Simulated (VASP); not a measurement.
# Br (I4/mmm) in VASP: notebook

The runs below take Br through single point, with PBE+D3(BJ), PBE.

Everything below comes from runs of VASP 6.6.1. Logs are shortened: lines on timing, memory, paths and dates and some standing lists are left out, and cuts for length are marked.

### Step 1. The cell of the first run

It takes space group I4/mmm (No. 139, tetragonal). The conventional cell has a = 2.844 Å, b = 2.844 Å, c = 7.150 Å, α = 90.00°, β = 90.00°, γ = 90.00°. Within 3.7 Å of Br (site symmetry 4/mmm) lie 4 Br at 2.84 Å.

### Step 2. Single point, PBE+D3(BJ)

INCAR

```
SYSTEM = Br
  PREC = Accurate
  ENCUT = 500
  EDIFF = 1E-6
  ISMEAR = -1
  SIGMA = 0.05
  LREAL = .False.
  LASPH = .True.
  NELM = 120
  ALGO = Normal
  ISIF = 2
  LWAVE = .False.
  LCHARG = .False.
  GGA = PE
  IVDW = 12
  NBANDS = 10
  GGA_COMPAT = .False.
```

KPOINTS

```
Automatic mesh
0
Gamma
  13 13 13
  0 0 0
```

POSCAR

```
Br
1.0
   -1.4219353596      1.4219353596      3.5749924995
    1.4219353596     -1.4219353596      3.5749924995
    1.4219353596      1.4219353596     -3.5749924995
Br
1
Direct
    0.0000000000      0.0000000000      0.0000000000
```

Potentials or basis: VASP PAW PBE potentials, release 64 (Br).

Command:

```console
> cat potpaw_PBE.64/Br/POTCAR > POTCAR
> mpirun -np 1 vasp_std > vasp.out
```

OUTCAR:

```text
SYSTEM = Br
   PREC = Accurate
   ENCUT = 500
   EDIFF = 1E-6
   ISMEAR = -1
   LREAL = .False.
   LASPH = .True.
   NELM = 120
   ISIF = 2
   GGA = PE
   IVDW = 12
 IVDW          = 12

 ion  position               nearest neighbor table
   1  0.000  0.000  0.000-

  LATTYP: Found a body centered tetragonal cell.
 ALAT       =     2.8438707192
 C/A-ratio  =     2.5141737108

  Lattice vectors:

 A1 = (  -1.4219353596,   1.4219353596,   3.5749924995)
 A2 = (   1.4219353596,  -1.4219353596,   3.5749924995)
 A3 = (   1.4219353596,   1.4219353596,  -3.5749924995)

Analysis of symmetry for initial positions (statically):
=====================================================================
 Subroutine PRICEL returns:
 Original cell was already a primitive cell.

 Routine SETGRP: Setting up the symmetry group for a
 body centered tetragonal supercell.

 Subroutine GETGRP returns: Found 16 space group operations
 (whereof 16 operations were pure point group operations)
 out of a pool of 16 trial point group operations.

The static configuration has the point symmetry D_4h.

Analysis of symmetry for dynamics (positions and initial velocities):
=====================================================================
 Subroutine PRICEL returns:
 Original cell was already a primitive cell.

 Routine SETGRP: Setting up the symmetry group for a
 body centered tetragonal supercell.

 Subroutine GETGRP returns: Found 16 space group operations
 (whereof 16 operations were pure point group operations)
 out of a pool of 16 trial point group operations.

The dynamic configuration has the point symmetry D_4h.

 Subroutine INISYM returns: Found 16 space group operations
 (whereof 16 operations are pure point group operations),
 and found     1 'primitive' translations

----------------------------------------------------------------------------------------

                                     Primitive cell

  volume of cell :      28.9131

  direct lattice vectors                    reciprocal lattice vectors
    -1.421935360  1.421935360  3.574992499     0.000000000  0.351633425  0.139860433
     1.421935360 -1.421935360  3.574992499     0.351633425  0.000000000  0.139860433
     1.421935360  1.421935360 -3.574992499     0.351633425  0.351633425  0.000000000

  length of vectors
     4.101752273  4.101752273  4.101752273     0.378427016  0.378427016  0.497284758

  position of ions in fractional coordinates (direct lattice)
     0.000000000  0.000000000  0.000000000

  ion indices of the primitive-cell ions
   primitive index   ion index
                 1           1

----------------------------------------------------------------------------------------

 KPOINTS: Automatic mesh

Automatic generation of k-mesh.
 Grid dimensions read from file:
 generate k-points for:   13   13   13

 Generating k-lattice:

  Cartesian coordinates                     Fractional coordinates (reciprocal lattice)
     0.000000000  0.027048725  0.010758495     0.076923077 -0.000000000  0.000000000
     0.027048725  0.000000000  0.010758495    -0.000000000  0.076923077  0.000000000
     0.027048725  0.027048725  0.000000000     0.000000000  0.000000000  0.076923077

  Length of vectors
     0.029109770  0.029109770  0.038252674

  Shift w.r.t. Gamma in fractional coordinates (k-lattice)
     0.000000000  0.000000000  0.000000000

 Subroutine IBZKPT returns following result:
 ===========================================

 Found    196 irreducible k-points:

 Following reciprocal coordinates:
            Coordinates               Weight
  0.000000  0.000000  0.000000      1.000000
  0.076923 -0.000000  0.000000      8.000000
  0.153846  0.000000  0.000000      8.000000
  0.230769 -0.000000  0.000000      8.000000
  0.307692  0.000000  0.000000      8.000000
  0.384615  0.000000  0.000000      8.000000
[... 16 lines left out ...]
  0.384615  0.153846  0.000000     16.000000
  0.461538  0.153846  0.000000     16.000000
 [... further k-points ...]
   k-points           NKPTS =    196   k-points in BZ     NKDIM =    196   number of bands    NBANDS=     10
   number of dos      NEDOS =    301   number of ions     NIONS =      1
   total plane-waves  NPLWV =  27000
   dimension x,y,z NGX =    30 NGY =   30 NGZ =   30
   dimension x,y,z NGXF=    60 NGYF=   60 NGZF=   60
   ions per type =               1
   NGX,Y,Z   is equivalent  to a cutoff of  12.16, 12.16, 12.16 a.u.
   NGXF,Y,Z  is equivalent  to a cutoff of  24.32, 24.32, 24.32 a.u.
 SYSTEM =  Br
   PREC   = accura    normal or accurate (medium, high low for compatibility)
   ISTART =      0    job   : 0-new  1-cont  2-samecut
   ICHARG =      2    charge: 1-file 2-atom 10-const
   ISPIN  =      1    spin polarized calculation?
   LNONCOLLINEAR =      F non collinear calculations
   LSORBIT =      F    spin-orbit coupling
   LASPH  =      T    aspherical Exc in radial PAW
   ENCUT  =  500.0 eV  36.75 Ry    6.06 a.u.   7.48  7.48  7.48*2*pi/ulx,y,z
   NELM   =    120;   NELMIN=  2; NELMDL= -5     # of ELM steps
   EDIFF  = 0.1E-05   stopping-criterion for ELM
   LREAL  =      F    real-space projection
   EDIFFG = 0.1E-04   stopping-criterion for IOM
   NSW    =      0    number of steps for IOM
   IBRION =     -1    ionic relax: 0-MD 1-quasi-New 2-CG
   NFREE  =      0    steps in history (QN), initial steepest desc. (CG)
   ISIF   =      2    stress and relaxation
   ISYM   =      2    0-nonsym 1-usesym 2-fastsym
   POTIM  = 0.5000    time-step for ionic-motion
   TEBEG  =    0.0;   TEEND  =   0.0 temperature during run
   PSTRESS=    0.0 pullay stress
   NELECT =       7.0000    total number of electrons
   NUPDOWN=      -1.0000    fix difference up-down
   EMIN   =  10.00;   EMAX   =-10.00  energy-range for DOS
   EFERMI =   0.00;   METHOD = LEGACY
   ISMEAR =    -1;   SIGMA  =   0.05  broadening in eV -4-tet -1-fermi 0-gaus
   EFERMI_NEDOS =   21; number of points for ismear=-14 and -15
   IALGO  =     38    algorithm
   IMIX   =      4    mixing-type and parameters
     AMIX     =   0.40;   BMIX     =  1.00
     AMIX_MAG =   1.60;   BMIX_MAG =  1.00
  volume/ion in A,a.u.               =      28.91       195.12
  Fermi-wavevector in a.u.,A,eV,Ry     =   1.020334  1.928153 14.164787  1.041082
  Thomas-Fermi vector in A             =   2.153898
   LORBIT       =      0    0 simple, 1 ext, 2 COOP (PROOUT), +10 PAW based schemes
   GGA     = PE    functional components
   LHFCALC =     F    Hartree Fock is set to
   AEXX    =    0.0000 exact exchange contribution
   IVDW    =    12    specifies the selected vdW correction
   LEPSILON=     F    determine dielectric tensor
   LRPA    =     F    only Hartree local field effects (RPA)
 non-spin polarized calculation
  energy-cutoff  :      500.00
  volume of cell :       28.91
 maximum number of plane-waves:       769
 NGX is ok and might be reduce to    30
   NGX = 15   NGY = 15   NGZ = 15

 number of electron       6.9999999 magnetization

 Free energy of the ion-electron system (eV)
  ---------------------------------------------------
  ext. energy  EPLUGINS =         0.00000000
  ---------------------------------------------------
  free energy    TOTEN  =        -1.44284489 eV

  energy without entropy =       -1.43813946  energy(sigma->0) =       -1.44049217

 E-fermi :   1.4920     XC(G=0):  -8.6500

 val. band max:        1.4177601835   @ k =  -0.2308   0.3077   0.0769
 cond. band min:       1.5260230011   @ k =  -0.3077   0.3846   0.1538
 fundamental gap:      0.1082628177
 Fermi energy:         1.4920476041

 k-point     1 :       0.0000    0.0000    0.0000
  band No.  band energies     occupation
      1     -14.8203      2.00000
      2      -0.8413      2.00000
      3       2.4314      0.00000
      4       2.4314      0.00000
      5       6.9030      0.00000
      6      11.2966      0.00000
      7      11.8032      0.00000
      8      17.3776      0.00000
      9      17.3776      0.00000
     10      17.9979      0.00000

 k-point     2 :       0.0769   -0.0000    0.0000
  band No.  band energies     occupation
      1     -14.7465      2.00000
      2      -0.8341      2.00000
      3       1.8090      0.00352
      4       2.4766      0.00000
      5       7.1308      0.00000
      6      11.5544      0.00000
      7      12.3684      0.00000
      8      15.5479      0.00000
      9      17.4952      0.00000
     10      18.9418      0.00000

 k-point     3 :       0.1538    0.0000    0.0000
  band No.  band energies     occupation
      1     -14.5324      2.00000
      2      -0.8145      2.00000
      3       0.4284      2.00000
      4       2.6052      0.00000
      5       7.6921      0.00000
      6      11.8200      0.00000
      7      13.4708      0.00000
      8      14.2713      0.00000
      9      17.8386      0.00000
     10      19.5080      0.00000

 k-point     4 :       0.2308   -0.0000    0.0000
  band No.  band energies     occupation
      1     -14.2024      2.00000
      2      -1.2247      2.00000
      3      -0.6586      2.00000
      4       2.7961      0.00000
      5       8.3787      0.00000
      6      11.9257      0.00000
      7      12.2952      0.00000
      8      16.4568      0.00000
      9      18.3424      0.00000
     10      19.6014      0.00000

 k-point     5 :       0.3077    0.0000    0.0000
  band No.  band energies     occupation
      1     -13.8056      2.00000
      2      -2.6030      2.00000
      3      -0.6088      2.00000
      4       3.0125      0.00000
      5       8.6485      0.00000
      6      11.5808      0.00000
      7      12.6746      0.00000
      8      18.0315      0.00000
      9      18.1346      0.00000
     10      19.3061      0.00000

 k-point     6 :       0.3846    0.0000    0.0000
  band No.  band energies     occupation
      1     -13.4266      2.00000
      2      -3.6966      2.00000
      3      -0.5106      2.00000
      4       3.2045      0.00000
      5       8.2280      0.00000
      6      12.4947      0.00000
      7      13.1688      0.00000
      8      17.1320      0.00000
      9      17.9210      0.00000
     10      19.5528      0.00000
[... 183 lines left out ...]
 k-point    21 :       0.2308    0.1538    0.0000
  band No.  band energies     occupation
      1     -13.8925      2.00000
      2      -1.1740      2.00000
      3      -0.6789      2.00000
      4       0.8633      1.99999
      5       9.3029      0.00000
      6      13.0084      0.00000
      7      13.9747      0.00000
      8      15.5235      0.00000
      9      15.9770      0.00000
     10      18.0092      0.00000

 k-point    22 :       0.3077    0.1538   -0.0000
  band No.  band energies     occupation
      1     -13.4996      2.00000
      2      -2.4014      2.00000
      3      -0.7117      2.00000
      4       1.1299      1.99857
      5       9.2733      0.00000
      6      12.7349      0.00000
      7      13.8744      0.00000
      8      15.8303      0.00000
      9      16.5488      0.00000
     10      19.0347      0.00000

 k-point    23 :       0.3846    0.1538    0.0000
  band No.  band energies     occupation
      1     -13.1330      2.00000
      2      -3.4665      2.00000
      3      -0.5162      2.00000
      4       1.3766      1.81928
      5       8.7873      0.00000
      6      12.5373      0.00000
      7      14.3499      0.00000
      8      15.8737      0.00000
      9      16.9916      0.00000
     10      18.5172      0.00000

 k-point    24 :       0.4615    0.1538    0.0000
  band No.  band energies     occupation
      1     -12.9112      2.00000
      2      -4.0485      2.00000
      3      -0.3063      2.00000
      4       1.5337      0.60597
      5       8.4171      0.00000
      6      12.1534      0.00000
      7      14.7134      0.00000
      8      15.8105      0.00000
      9      16.7349      0.00000
     10      18.7287      0.00000

 [... further k-points ...]

------------------------ aborting loop because EDIFF is reached ----------------------------------------

 Edisp (eV)   -0.25001

 E8    (eV) :    -0.0989

  FORCE on cell =-STRESS in cart. coord.  units (eV):
  Direction    XX          YY          ZZ          XY          YZ          ZX
  --------------------------------------------------------------------------------------
  -------------------------------------------------------------------------------------
  Total       0.00571     0.00571    -0.00630     0.00000     0.00000    -0.00000
  in kB       0.31653     0.31653    -0.34901     0.00000     0.00000    -0.00000
  external pressure =        0.09 kB  Pullay stress =        0.00 kB

 VOLUME and BASIS-vectors are now :
 -----------------------------------------------------------------------------
  energy-cutoff  :      500.00
  volume of cell :       28.91
      direct lattice vectors                 reciprocal lattice vectors
    -1.421935360  1.421935360  3.574992499     0.000000000  0.351633425  0.139860433
     1.421935360 -1.421935360  3.574992499     0.351633425  0.000000000  0.139860433
     1.421935360  1.421935360 -3.574992499     0.351633425  0.351633425  0.000000000

 POSITION                                       TOTAL-FORCE (eV/Angst)
 -----------------------------------------------------------------------------------
      0.00000      0.00000      0.00000         0.000000      0.000000      0.000000
 -----------------------------------------------------------------------------------
    total drift:                               -0.000000     -0.000000     -0.000000

  FREE ENERGIE OF THE ION-ELECTRON SYSTEM (eV)
  ---------------------------------------------------
  free  energy   TOTEN  =        -1.6928528340 eV

  energy  without entropy=       -1.6881474078  energy(sigma->0) =       -1.69050012
```

Run time: 75 s. Hardware: 1 thread of Intel Xeon 8259CL, shared host; peak memory 0.21 GiB.

Results:

* Free energy: -1.6929 eV
* Pressure: 0.0 GPa
* Band gap on the k mesh: zero (an odd number of electrons rules out a gap without spin polarisation)
* Dispersion energy per atom: -0.250 eV

Levels at points of the mesh, in eV from the Fermi level:
```csv
k point,band 1,band 2,band 3,band 4,band 5,band 6
"(0.00, 0.00, 0.00)",-16.31,-2.33,0.94,0.94,5.41,9.80
```

Caveat: an odd number of electrons without spin polarisation forces a metal; a magnetic or distorted state may lie lower.

### Step 3. Single point, PBE+D3(BJ)

This run uses another cell than the first one, of 29.11 Å³/atom.

INCAR

```
SYSTEM = Br
  ALGO = Normal
  EDIFF = 1E-6
  ENCUT = 500
  GGA = PE
  GGA_COMPAT = .FALSE.
  ISIF = 2
  ISMEAR = -1
  IVDW = 12
  LASPH = .TRUE.
  LCHARG = .FALSE.
  LREAL = .FALSE.
  LWAVE = .FALSE.
  NBANDS = 10
  NELM = 120
  PREC = Accurate
  SIGMA = 0.05
```

KPOINTS

```
k-points
0
G
  13 13 13
  0 0 0
```

POSCAR

```
Br
1.0
   -1.4230832450      1.4230832450      3.5932923319
    1.4230832450     -1.4230832450      3.5932923319
    1.4230832450      1.4230832450     -3.5932923319
Br
1
Direct
    0.0000000000      0.0000000000      0.0000000000
```

Potentials or basis: VASP PAW PBE potentials, release 64 (Br).

Command:

```console
> cat potpaw_PBE.64/Br/POTCAR > POTCAR
> mpirun -np 1 vasp_std > vasp.out
```

Wall time 70 s (1 thread of Intel Xeon 8259CL, shared host); peak memory 0.21 GiB.

It converged, with:

```
Free energy                : -1.6928 eV
Pressure                   : -0.1 GPa
Band gap on the k mesh     : zero (an odd number of electrons rules out a gap without spin polarisation)
Dispersion energy per atom : -0.248 eV
```

Levels at points of the mesh, in eV from the Fermi level:
```csv
k point,band 1,band 2,band 3,band 4,band 5,band 6,band 7
"(0.00, 0.00, 0.00)",-16.29,-2.35,0.93,0.93,5.39,9.80,10.29
```

Caveat: three body term missing; an odd number of electrons without spin polarisation forces a metal; a magnetic or distorted state may lie lower.

### Step 4. Single point, PBE+D3(BJ)

This run uses another cell than the first one, of 29.00 Å³/atom.

INCAR

```
ALGO     = Normal         # electronic algorithm
EDIFF    = 1E-6           # SCF threshold, eV
ENCUT    = 500            # plane-wave cutoff, eV
GGA      = PE             # functional
GGA_COMPAT= F            
ISIF     = 2              # what is computed and relaxed
ISMEAR   = -1             # smearing method
IVDW     = 12             # dispersion correction
LASPH    = T              # aspherical terms in the spheres
LCHARG   = T              # write CHGCAR
LELF     = T              # ELF
LREAL    = F              # projectors in reciprocal space
LVHAR    = T            
LWAVE    = F              # write WAVECAR
NBANDS   = 10             # bands
NELM     = 120            # most SCF steps
PREC     = Accurate       # precision mode
SIGMA    = 0.05           # smearing width, eV
```

KPOINTS

```
k-points
0
Gamma
  13 13 13
```

POSCAR

```
Br
1.0
   -1.4234917050      1.4234917050      3.5775173700
    1.4234917050     -1.4234917050      3.5775173700
    1.4234917050      1.4234917050     -3.5775173700
Br
1
Direct
    0.0000000000      0.0000000000      0.0000000000
```

Command:

```console
> cat potpaw_PBE.64/Br/POTCAR > POTCAR
> mpirun -np 1 vasp_std > vasp.out
```

It took 79 s on 1 thread of Intel Xeon 8259CL, shared host; peak memory 0.21 GiB.

Results (log left out):

| Item | Value |
| --- | --- |
| Free energy | -1.6928 eV |
| Pressure | -0.1 GPa |
| Band gap on the k mesh | zero (an odd number of electrons rules out a gap without spin polarisation) |
| Dispersion energy per atom | -0.249 eV |

Stress tensor (GPa, compression positive):
```
-0.14  0.00  0.00
 0.00 -0.14  0.00
 0.00  0.00 -0.04
```

Levels at points of the mesh, in eV from the Fermi level:
| k point | band 1 | band 2 | band 3 | band 4 | band 5 | band 6 | band 7 |
| --- | --- | --- | --- | --- | --- | --- | --- |
| (0.00, 0.00, 0.00) | -16.29 | -2.32 | 0.94 | 0.94 | 5.42 | 9.81 | 10.31 |

Caveat: three body term missing; an odd number of electrons without spin polarisation forces a metal; a magnetic or distorted state may lie lower.

### Step 5. Single point, PBE

This run uses another cell than the first one, of 37.03 Å³/atom.

INCAR

```
PREC = Accurate
ENCUT = 500
EDIFF = 1E-6
ISMEAR = -1
SIGMA = 0.05
LREAL = F
LASPH = T
NELM = 120
ALGO = Normal
ISIF = 2
LWAVE = F
LCHARG = T
GGA = PE
LELF = T
LVHAR = T
NBANDS = 10
GGA_COMPAT = F
```

KPOINTS

```
Automatic mesh
0
Gamma
  13 13 13
```

POSCAR

```
Br
1.0
   -1.4350631119      1.4350631119      4.4952084532
    1.4350631119     -1.4350631119      4.4952084532
    1.4350631119      1.4350631119     -4.4952084532
Br
1
Direct
    0.0000000000      0.0000000000      0.0000000000
```

Command:

```console
> cat potpaw_PBE.64/Br/POTCAR > POTCAR
> mpirun -np 1 vasp_std > vasp.out
```

Wall time 1.7 min (1 thread of Intel Xeon 8259CL, shared host); peak memory 0.24 GiB.

It converged, with:

| Item | Value |
| --- | --- |
| Free energy | -1.4682 eV |
| Pressure | 0.0 GPa |
| Band gap on the k mesh | zero (an odd number of electrons rules out a gap without spin polarisation) |

Levels at points of the mesh, in eV from the Fermi level:
| k point | band 1 | band 2 | band 3 | band 4 | band 5 | band 6 | band 7 | band 8 |
| --- | --- | --- | --- | --- | --- | --- | --- | --- |
| (0.00, 0.00, 0.00) | -16.01 | -3.01 | 0.84 | 0.84 | 4.71 | 9.66 | 9.85 | 15.21 |

Caveat: an odd number of electrons without spin polarisation forces a metal; a magnetic or distorted state may lie lower.

### Step 6. Summary

```tsv
level	cell	gap on the mesh (eV)	pressure (GPa)
PBE+D3(BJ)	a = 4.102 Å, angles 139.4, 139.4, 58.7°, 1 atom	none	0.0
PBE+D3(BJ)	a = 4.119 Å, angles 139.6, 139.6, 58.5°, 1 atom	none	-0.1
PBE+D3(BJ)	a = 4.105 Å, angles 139.4, 139.4, 58.7°, 1 atom	none	-0.1
PBE	a = 4.932 Å, angles 146.2, 146.2, 48.6°, 1 atom	none	0.0
```

Alike in all rows: task single point; potentials or basis VASP PAW PBE potentials, release 64 (Br); no spin polarisation; k mesh 13 × 13 × 13; cutoff (eV) 500; smearing fermi-dirac 0.05 eV.

Caveats: an odd number of electrons without spin polarisation forces a metal; a magnetic or distorted state may lie lower; three body term missing (at least some runs).

Total energies depend on the potentials used, so only differences within one code and one set of settings carry meaning.
